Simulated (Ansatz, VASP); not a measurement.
**SnO2 in VASP and in Ansatz**

The input INCAR:

```
PREC = Accurate ; ENCUT = 520
EDIFF = 1E-6 ; ISMEAR = 0
SIGMA = 0.05 ; LREAL = False
LASPH = True ; NELM = 60
ALGO = Normal ; ISIF = 2
LWAVE = False ; LCHARG = False
GGA = CA ; NBANDS = 35
```

The input KPOINTS:

```
Automatic mesh
0
Gamma
  6 6 8
```

Contents of POSCAR:

```
SnO2
1.0
    4.7924604755      0.0000000000      0.0000000000
    0.0000000000      4.7929689394      0.0000000000
    0.0000000000      0.0000000000      3.2376852524
Sn O
2 4
Direct
    0.5000000000      0.5000000000      0.5000000000
    0.0000000000      0.0000000000      0.0000000000
    0.3059920358      0.2888605067      0.0000000000
    0.8059920358      0.2111394933      0.5000000000
    0.1940079642      0.7888605067      0.5000000000
    0.6940079642      0.7111394933      0.0000000000
```

Input for Ansatz:

```yaml
crystal:
  lattice:
    - [4.7924604755, 0.0, 0.0]
    - [0.0, 4.7929689394, 0.0]
    - [0.0, 0.0, 3.2376852524]
  atoms:
    - { symbol: Sn, position: [0.5, 0.5, 0.5] }
    - { symbol: Sn, position: [0.0, 0.0, 0.0] }
    - { symbol: O, position: [0.3059920358, 0.2888605067, 0.0] }
    - { symbol: O, position: [0.8059920358, 0.2111394933, 0.5] }
    - { symbol: O, position: [0.1940079642, 0.7888605067, 0.5] }
    - { symbol: O, position: [0.6940079642, 0.7111394933, 0.0] }
basis:
  ecutwfc: 520.0
kpoints:
  mp_grid: { grid: [6, 6, 8] }
hamiltonian:
  xc: lda
  pseudopotentials: { kind: paw, azcp: { folder: soft_1 } }
scf:
  occupations: { method: gaussian, width: 0.05 }
output:
  forces: true
  stress: true
  eigenvalues: true
```

Alike in both runs: task single point; functional LDA; k mesh 6 × 6 × 8; occupations gaussian, width 0.05 eV; no spin polarisation.

|  | VASP | Ansatz |
| --- | --- | --- |
| version | VASP 6.6.1 | Ansatz 0.2.0 |
| potentials or method | VASP PAW LDA potentials, release 64 (Sn_d, O), cutoff 520 eV | scalar-relativistic, plane waves, PAW |
| valence electrons in the cell | 52 | 52 |

```tsv
	VASP	Ansatz	Ansatz less VASP
gap on the k mesh at the Fermi level (eV)	0.58	0.55	-0.023
least direct gap on the mesh (eV)	0.58	0.55	-0.023
pressure (GPa)	-8.5	-9.6	-1.10
traceless stress, the component that is largest in VASP (GPa)	-2.29	-2.31	-0.023
rms of the force components (eV/Å)	0.590	0.583	-0.0071
```

Ansatz warns that its potentials were made for another functional, while VASP's fit it. LDA's correlation is that of Perdew and Zunger in VASP and of Perdew and Wang (1992) in Ansatz. Atom by atom the forces differ by 0.007 eV/Å (rms over components).
